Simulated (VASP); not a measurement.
Here is a VASP 6.6.1 calculation.

The input INCAR:

```
SYSTEM = LiNbO3
ALGO     = Normal         ! electronic algorithm
EDIFF    = 1E-7           ! SCF threshold, eV
ENCUT    = 520            ! plane-wave cutoff, eV
GGA      = PE             ! functional
ISIF     = 2              ! what is computed and relaxed
ISMEAR   = 0              ! smearing method
LASPH    = .True.         ! aspherical terms in the spheres
LCHARG   = .False.        ! write CHGCAR
LREAL    = .False.        ! projectors in reciprocal space
LWAVE    = .False.        ! write WAVECAR
NBANDS   = 45             ! bands
NELM     = 100            ! most SCF steps
PREC     = Accurate       ! precision mode
SIGMA    = 0.01           ! smearing width, eV
```

Contents of KPOINTS:

```
k-points
0
Gamma
  4 4 4
  0 0 0
```

File POSCAR:

```
LiNbO3
1.0
    2.5915570108      1.4962361378      4.6968206426
   -2.5915570108      1.4962361378      4.6968206426
    0.0000000000     -2.9924722756      4.6968206426
Li Nb O
2 2 6
Direct
    0.3018691135      0.3018691135      0.3018691135
    0.8018691135      0.8018691135      0.8018691135
    0.0203395017      0.0203395017      0.0203395017
    0.5203395017      0.5203395017      0.5203395017
    0.1302162097      0.3777925838      0.7409825914
    0.7409825914      0.1302162097      0.3777925838
    0.3777925838      0.7409825914      0.1302162097
    0.2409825914      0.8777925838      0.6302162097
    0.8777925838      0.6302162097      0.2409825914
    0.6302162097      0.2409825914      0.8777925838
```

Potentials or basis: VASP PAW PBE potentials, release 64 (Li_sv, Nb_sv, O).

Launch:

```sh
$ cat potpaw_PBE.64/Li_sv/POTCAR potpaw_PBE.64/Nb_sv/POTCAR potpaw_PBE.64/O/POTCAR > POTCAR
$ mpirun -np 1 vasp_std > vasp.out
```

**Question.** Predict the largest force.

**Answer.** 0.026 eV/Å.

**Question.** Predict the band gap on the k mesh.

**Answer.** 3.55 eV, indirect (least direct gap 3.58 eV).

Forces on the atoms (eV/Å):
```
Li   0.000  0.000  0.002
Li   0.000  0.000  0.002
Nb   0.000  0.000 -0.026
Nb   0.000  0.000 -0.026
O    0.008  0.002  0.008
O   -0.006  0.006  0.008
O   -0.002 -0.008  0.008
O    0.002 -0.008  0.008
O   -0.008  0.002  0.008
O    0.006  0.006  0.008
```

 PBE gaps usually lie below the measured ones, often by a third to a half.
